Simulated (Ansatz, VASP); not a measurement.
Two plane-wave programs on TiSi2

```
CELL_PARAMETERS angstrom
0.00000 4.11752 4.22027
2.38951 0.00000 4.22027
2.38951 4.11752 0.00000
ATOMIC_POSITIONS crystal
Ti 0.75000 0.75000 0.75000
Ti 0.50000 0.50000 0.50000
Si 0.41257 0.08743 0.41257
Si 0.08743 0.41257 0.08743
Si 0.16257 0.83743 0.16257
Si 0.83743 0.16257 0.83743
```

Alike in both runs: functional PBEsol; k mesh 6 × 6 × 6; occupations fermi-dirac, width 0.05 eV; no spin polarisation.

```csv
,VASP,Ansatz
version,VASP 6.6.1,Ansatz 0.2.0
potentials or method,"VASP PAW PBE potentials, release 64 (Ti_sv, Si)",Ansatz PAW
plane-wave cutoff (eV),520,420
valence electrons in the cell,40,40
task,single point,band structure
```

|  | VASP | Ansatz | Ansatz less VASP |
| --- | --- | --- | --- |
| gap on the k mesh at the Fermi level (eV) | none | none | - |
| pressure (GPa) | 0.0 | -0.2 | -0.13 |
| traceless stress, the component that is largest in VASP (GPa) | 2.15 | 2.10 | -0.053 |
| rms of the force components (eV/Å) | 0.055 | 0.055 | -0.0004 |

VASP's potentials were made for PBE, not for PBEsol. Atom by atom the forces differ by 0.000 eV/Å (rms over components). A gap of «none» marks a metal or a gap that the smearing closes. With one functional, cell and mesh, what is left measures potentials, basis and numerics.
